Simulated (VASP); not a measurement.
CaO (a cell with a defect), 62 atoms in the cell. The cell holds a defect, 62 atoms: a = 9.535 Å, b = 9.535 Å, c = 9.535 Å, α = 90.00°, β = 90.00°, γ = 90.00°. 

```yaml
Program: VASP 6.6.1
Task: single point
Functional: r2SCAN
Potentials_or_basis: VASP PAW PBE potentials, release 64 (O, Ca_sv)
Cutoff: 580 eV
k_mesh: 1 × 1 × 1, shifted
Occupations: fermi-dirac, width 0.05 eV
Spin: no spin polarisation
Dipole_correction: no
Further_INCAR_settings: LREAL = Auto; ALGO = Normal; EDIFF = 1e-06; NBANDS = 285; ISYM = 0
```

Potentials or basis: VASP PAW PBE potentials, release 64 (O, Ca_sv).

Run with:

```console
$ cat potpaw_PBE.64/O/POTCAR potpaw_PBE.64/Ca_sv/POTCAR > POTCAR
$ cp INCAR.step1 INCAR
$ mpirun -np 4 vasp_std > vasp.out
$ cp INCAR.step2 INCAR
$ mpirun -np 4 vasp_std > vasp.out
```

Hardware: 4 MPI ranks on Intel(R) Xeon(R) Platinum 8259CL CPU @ 2.50GHz (Skylake/Cascade Lake), on a shared host.

How long does it take, and how much memory?

It took 46 min on 4 MPI ranks on Intel(R) Xeon(R) Platinum 8259CL CPU @ 2.50GHz (Skylake/Cascade Lake), on a shared host, peak memory 0.49 GiB a rank. Counts: k points 4.
